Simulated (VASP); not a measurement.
# BN (F-43m) in VASP: a series of runs

Runs on BN. Level: LDA. Tasks: single point.

All numbers are computed with VASP 6.6.1; they aren't measurements. Logs are shortened: lines on timing, memory, paths and dates and some standing lists are left out, and cuts for length are marked.

### 1 The cell of the first run

It takes space group F-43m (No. 216, cubic). The conventional cell has a = 3.482 Å, b = 3.482 Å, c = 3.482 Å, α = 90.00°, β = 90.00°, γ = 90.00°. B (site symmetry -43m) has 4 N at 1.51 Å within 2.0 Å. Within 2.0 Å of N (site symmetry -43m) lie 4 B at 1.51 Å.

### 2 Single point, LDA (5.28 Å³/atom)

Input file INCAR:

```
SYSTEM = BN
PREC = Accurate
ENCUT = 600
EDIFF = 1E-6
ISMEAR = 0
SIGMA = 0.05
LREAL = .FALSE.
LASPH = .TRUE.
NELM = 120
ALGO = Normal
ISIF = 2
LWAVE = .FALSE.
LCHARG = .TRUE.
LELF = .TRUE.
LVHAR = .TRUE.
NBANDS = 11
GGA_COMPAT = .FALSE.
```

Input file KPOINTS:

```
Automatic mesh
0
G
  12 12 12
  0 0 0
```

Input file POSCAR:

```
BN
1.0
    0.0000000000      1.7408777005      1.7408777005
    1.7408777005      0.0000000000      1.7408777005
    1.7408777005      1.7408777005      0.0000000000
B N
1 1
Direct
    0.0000000000      0.0000000000      0.0000000000
    0.7500000000      0.7500000000      0.7500000000
```

Potentials or basis: VASP PAW LDA potentials, release 64 (B, N).

Run with:

```
$ cat potpaw_LDA.64/B/POTCAR potpaw_LDA.64/N/POTCAR > POTCAR
$ mpirun -np 1 vasp_std > vasp.out
```

OUTCAR:

```text
SYSTEM = BN
   PREC = Accurate
   ENCUT = 600
   EDIFF = 1E-6
   ISMEAR = 0
   LREAL = .FALSE.
   LASPH = .TRUE.
   NELM = 120
   ISIF = 2

 ion  position               nearest neighbor table
   1  0.000  0.000  0.000-   2 1.51   2 1.51   2 1.51   2 1.51
   2  0.750  0.750  0.750-   1 1.51   1 1.51   1 1.51   1 1.51

  LATTYP: Found a face centered cubic cell.
 ALAT       =     3.4817554010

  Lattice vectors:

 A1 = (   0.0000000000,   1.7408777005,   1.7408777005)
 A2 = (   1.7408777005,   0.0000000000,   1.7408777005)
 A3 = (   1.7408777005,   1.7408777005,   0.0000000000)

Analysis of symmetry for initial positions (statically):
=====================================================================
 Subroutine PRICEL returns:
 Original cell was already a primitive cell.

 Routine SETGRP: Setting up the symmetry group for a
 face centered cubic supercell.

 Subroutine GETGRP returns: Found 24 space group operations
 (whereof 24 operations were pure point group operations)
 out of a pool of 48 trial point group operations.

The static configuration has the point symmetry T_d .

Analysis of symmetry for dynamics (positions and initial velocities):
=====================================================================
 Subroutine PRICEL returns:
 Original cell was already a primitive cell.

 Routine SETGRP: Setting up the symmetry group for a
 face centered cubic supercell.

 Subroutine GETGRP returns: Found 24 space group operations
 (whereof 24 operations were pure point group operations)
 out of a pool of 48 trial point group operations.

The dynamic configuration has the point symmetry T_d .

 Subroutine INISYM returns: Found 24 space group operations
 (whereof 24 operations are pure point group operations),
 and found     1 'primitive' translations

----------------------------------------------------------------------------------------

                                     Primitive cell

  volume of cell :      10.5520

  direct lattice vectors                    reciprocal lattice vectors
     0.000000000  1.740877701  1.740877701    -0.287211445  0.287211445  0.287211445
     1.740877701  0.000000000  1.740877701     0.287211445 -0.287211445  0.287211445
     1.740877701  1.740877701  0.000000000     0.287211445  0.287211445 -0.287211445

  length of vectors
     2.461972854  2.461972854  2.461972854     0.497464815  0.497464815  0.497464815

  position of ions in fractional coordinates (direct lattice)
     0.000000000  0.000000000  0.000000000
     0.750000000  0.750000000  0.750000000

  ion indices of the primitive-cell ions
   primitive index   ion index
                 1           1
                 2           2

----------------------------------------------------------------------------------------

 KPOINTS: Automatic mesh

Automatic generation of k-mesh.
 Grid dimensions read from file:
 generate k-points for:   12   12   12

 Generating k-lattice:

  Cartesian coordinates                     Fractional coordinates (reciprocal lattice)
    -0.023934287  0.023934287  0.023934287     0.083333333  0.000000000  0.000000000
     0.023934287 -0.023934287  0.023934287     0.000000000  0.083333333  0.000000000
     0.023934287  0.023934287 -0.023934287     0.000000000  0.000000000  0.083333333

  Length of vectors
     0.041455401  0.041455401  0.041455401

  Shift w.r.t. Gamma in fractional coordinates (k-lattice)
     0.000000000  0.000000000  0.000000000

 Subroutine IBZKPT returns following result:
 ===========================================

 Found     72 irreducible k-points:

 Following reciprocal coordinates:
            Coordinates               Weight
  0.000000  0.000000  0.000000      1.000000
  0.083333  0.000000  0.000000      8.000000
  0.166667  0.000000  0.000000      8.000000
  0.250000  0.000000  0.000000      8.000000
  0.333333  0.000000  0.000000      8.000000
  0.416667  0.000000  0.000000      8.000000
[... 16 lines left out ...]
  0.500000  0.166667  0.000000     24.000000
 -0.416667  0.166667  0.000000     24.000000
 [... further k-points ...]
   k-points           NKPTS =     72   k-points in BZ     NKDIM =     72   number of bands    NBANDS=     11
   number of dos      NEDOS =    301   number of ions     NIONS =      2
   total plane-waves  NPLWV =   8000
   dimension x,y,z NGX =    20 NGY =   20 NGZ =   20
   dimension x,y,z NGXF=    40 NGYF=   40 NGZF=   40
   ions per type =               1   1
   NGX,Y,Z   is equivalent  to a cutoff of  13.51, 13.51, 13.51 a.u.
   NGXF,Y,Z  is equivalent  to a cutoff of  27.01, 27.01, 27.01 a.u.
 SYSTEM =  BN
   PREC   = accura    normal or accurate (medium, high low for compatibility)
   ISTART =      0    job   : 0-new  1-cont  2-samecut
   ICHARG =      2    charge: 1-file 2-atom 10-const
   ISPIN  =      1    spin polarized calculation?
   LNONCOLLINEAR =      F non collinear calculations
   LSORBIT =      F    spin-orbit coupling
   LASPH  =      T    aspherical Exc in radial PAW
   ENCUT  =  600.0 eV  44.10 Ry    6.64 a.u.   4.92  4.92  4.92*2*pi/ulx,y,z
   NELM   =    120;   NELMIN=  2; NELMDL= -5     # of ELM steps
   EDIFF  = 0.1E-05   stopping-criterion for ELM
   LREAL  =      F    real-space projection
   EDIFFG = 0.1E-04   stopping-criterion for IOM
   NSW    =      0    number of steps for IOM
   IBRION =     -1    ionic relax: 0-MD 1-quasi-New 2-CG
   NFREE  =      0    steps in history (QN), initial steepest desc. (CG)
   ISIF   =      2    stress and relaxation
   ISYM   =      2    0-nonsym 1-usesym 2-fastsym
   POTIM  = 0.5000    time-step for ionic-motion
   TEBEG  =    0.0;   TEEND  =   0.0 temperature during run
   PSTRESS=    0.0 pullay stress
   NELECT =       8.0000    total number of electrons
   NUPDOWN=      -1.0000    fix difference up-down
   EMIN   =  10.00;   EMAX   =-10.00  energy-range for DOS
   EFERMI =   0.00;   METHOD = LEGACY
   ISMEAR =     0;   SIGMA  =   0.05  broadening in eV -4-tet -1-fermi 0-gaus
   EFERMI_NEDOS =   21; number of points for ismear=-14 and -15
   IALGO  =     38    algorithm
   IMIX   =      4    mixing-type and parameters
     AMIX     =   0.40;   BMIX     =  1.00
     AMIX_MAG =   1.60;   BMIX_MAG =  1.00
  volume/ion in A,a.u.               =       5.28        35.60
  Fermi-wavevector in a.u.,A,eV,Ry     =   1.492771  2.820928 30.318756  2.228366
  Thomas-Fermi vector in A             =   2.605257
   LORBIT       =      0    0 simple, 1 ext, 2 COOP (PROOUT), +10 PAW based schemes
   GGA     = CA    functional components
   LHFCALC =     F    Hartree Fock is set to
   AEXX    =    0.0000 exact exchange contribution
   IVDW    =     0    specifies the selected vdW correction
   LEPSILON=     F    determine dielectric tensor
   LRPA    =     F    only Hartree local field effects (RPA)
 non-spin polarized calculation
 Gauss-broadening in eV      SIGMA  =   0.05
  energy-cutoff  :      600.00
  volume of cell :       10.55
 maximum number of plane-waves:       366
   NGX =  9   NGY =  9   NGZ =  9

 number of electron       8.0000000 magnetization

 Free energy of the ion-electron system (eV)
  ---------------------------------------------------
  ext. energy  EPLUGINS =         0.00000000
  ---------------------------------------------------
  free energy    TOTEN  =       -19.30209292 eV

  energy without entropy =      -19.30209292  energy(sigma->0) =      -19.30209292

 E-fermi :   9.1632     XC(G=0): -13.6551

 val. band max:        8.8644907726   @ k =   0.0000   0.0000   0.0000
 cond. band min:      13.3343984692   @ k =   0.5000   0.5000   0.0000
 fundamental gap:      4.4699076966
 Fermi energy:         9.1632116320

 k-point     1 :       0.0000    0.0000    0.0000
  band No.  band energies     occupation
      1     -12.5384      2.00000
      2       8.8645      2.00000
      3       8.8645      2.00000
      4       8.8645      2.00000
      5      18.0802      0.00000
      6      18.0802      0.00000
      7      18.0802      0.00000
      8      21.1945      0.00000
      9      35.5394      0.00000
     10      38.0778      0.00000
     11      38.0778      0.00000

 k-point     2 :       0.0833    0.0000    0.0000
  band No.  band energies     occupation
      1     -12.3535      2.00000
      2       7.8845      2.00000
      3       8.6580      2.00000
      4       8.6580      2.00000
      5      18.3914      0.00000
      6      18.3914      0.00000
      7      18.4484      0.00000
      8      21.6654      0.00000
      9      34.9475      0.00000
     10      35.5318      0.00000
     11      35.5318      0.00000

 k-point     3 :       0.1667    0.0000    0.0000
  band No.  band energies     occupation
      1     -11.8043      2.00000
      2       5.6206      2.00000
      3       8.1601      2.00000
      4       8.1601      2.00000
      5      19.0868      0.00000
      6      19.1040      0.00000
      7      19.1040      0.00000
      8      22.7923      0.00000
      9      33.8384      0.00000
     10      33.8384      0.00000
     11      33.9890      0.00000

 k-point     4 :       0.2500    0.0000    0.0000
  band No.  band energies     occupation
      1     -10.9103      2.00000
      2       2.9453      2.00000
      3       7.5916      2.00000
      4       7.5916      2.00000
      5      19.6751      0.00000
      6      19.7572      0.00000
      7      19.7572      0.00000
      8      23.8891      0.00000
      9      33.4253      0.00000
     10      33.4385      0.00000
     11      33.4385      0.00000
[... 239 lines left out ...]
 k-point    22 :       0.4167    0.1667    0.0000
  band No.  band energies     occupation
      1      -8.7087      2.00000
      2      -0.0193      2.00000
      3       5.4639      2.00000
      4       5.5312      2.00000
      5      17.8022      0.00000
      6      22.4527      0.00000
      7      22.5662      0.00000
      8      23.8321      0.00000
      9      30.4274      0.00000
     10      37.0891      0.00000
     11      38.8600      0.00000

 k-point    23 :       0.5000    0.1667    0.0000
  band No.  band energies     occupation
      1      -7.5419      2.00000
      2      -1.8281      2.00000
      3       4.8116      2.00000
      4       5.6190      2.00000
      5      18.1228      0.00000
      6      22.2592      0.00000
      7      22.5983      0.00000
      8      25.1870      0.00000
      9      30.7863      0.00000
     10      37.3339      0.00000
     11      38.0368      0.00000

 k-point    24 :      -0.4167    0.1667    0.0000
  band No.  band energies     occupation
      1      -7.3024      2.00000
      2      -2.1608      2.00000
      3       4.3577      2.00000
      4       5.9770      2.00000
      5      18.5847      0.00000
      6      21.8151      0.00000
      7      22.5167      0.00000
      8      25.8924      0.00000
      9      31.0849      0.00000
     10      35.4927      0.00000
     11      37.6256      0.00000

 [... further k-points ...]

------------------------ aborting loop because EDIFF is reached ----------------------------------------

  FORCE on cell =-STRESS in cart. coord.  units (eV):
  Direction    XX          YY          ZZ          XY          YZ          ZX
  --------------------------------------------------------------------------------------
  -------------------------------------------------------------------------------------
  Total        2.6597862      2.6597862      2.6597862     -0.0000000      0.0000000     -0.0000000
  in kB      403.8522675    403.8522675    403.8522675     -0.0000000      0.0000000     -0.0000000
  external PRESSURE =     403.8522675 kB  Pullay stress =       0.0000000 kB

 VOLUME and BASIS-vectors are now :
 -----------------------------------------------------------------------------
  energy-cutoff  :      600.00
  volume of cell :       10.55
      direct lattice vectors                 reciprocal lattice vectors
     0.000000000  1.740877701  1.740877701    -0.287211445  0.287211445  0.287211445
     1.740877701  0.000000000  1.740877701     0.287211445 -0.287211445  0.287211445
     1.740877701  1.740877701  0.000000000     0.287211445  0.287211445 -0.287211445

 POSITION                                       TOTAL-FORCE (eV/Angst)
 -----------------------------------------------------------------------------------
      0.00000      0.00000      0.00000        -0.000000      0.000000      0.000000
      2.61132      2.61132      2.61132         0.000000     -0.000000     -0.000000
 -----------------------------------------------------------------------------------
    total drift:                                0.000000      0.000000      0.000000

  FREE ENERGIE OF THE ION-ELECTRON SYSTEM (eV)
  ---------------------------------------------------
  free  energy   TOTEN  =       -19.3020929175 eV

  energy  without entropy=      -19.3020929175  energy(sigma->0) =      -19.30209292
```

Run time: 7.9 s. Hardware: 1 thread of AMD EPYC 7R13, shared host; peak memory 0.12 GiB.

Results:

| Quantity | Value |
| --- | --- |
| Free energy | -19.3021 eV |
| Pressure | 40.4 GPa |
| Band gap on the k mesh | 4.47 eV (least direct gap 9.22 eV) |

Caveat: the cell stands under pressure. A k mesh can miss the band edges.

### 3 Single point, LDA (5.97 Å³/atom)

This run uses another cell than the first one, of 5.97 Å³/atom.

Input file INCAR:

```
PREC = Accurate
ENCUT = 600
EDIFF = 1E-6
ISMEAR = 0
SIGMA = 0.05
LREAL = F
LASPH = T
NELM = 120
ALGO = Normal
ISIF = 2
LWAVE = F
LCHARG = F
GGA = CA
NBANDS = 11
GGA_COMPAT = F
```

Input file KPOINTS:

```
Automatic mesh
0
Gamma
  12 12 12
```

Input file POSCAR:

```
BN
1.0
    0.0000000000      1.8135804102      1.8135804102
    1.8135804102      0.0000000000      1.8135804102
    1.8135804102      1.8135804102      0.0000000000
B N
1 1
Direct
    0.0000000000      0.0000000000      0.0000000000
    0.7500000000      0.7500000000      0.7500000000
```

Potentials or basis: VASP PAW LDA potentials, release 64 (B, N).

Run with:

```
$ cat potpaw_LDA.64/B/POTCAR potpaw_LDA.64/N/POTCAR > POTCAR
$ mpirun -np 1 vasp_std > vasp.out
```

Run time: 7 s. Hardware: 1 thread of AMD EPYC 7R13, shared host; peak memory 0.12 GiB.

The run converged. Its results:

```
Free energy            : -19.3982 eV
Pressure               : -13.9 GPa
Band gap on the k mesh : 4.33 eV (least direct gap 8.64 eV)
```

Levels at points of the mesh, in eV from the valence-band top:
```
           k point  band 2  band 3  band 4  band 5  band 6  band 7
(0.00, 0.00, 0.00)    0.00    0.00    0.00    8.64    8.64    8.64
(0.50, 0.00, 0.00)  -10.62   -1.93   -1.93   10.08   10.51   10.51
(0.50, 0.50, 0.00)   -8.82   -4.88   -4.88    4.33    9.09   17.55
```

Caveat: the cell stands under tension.
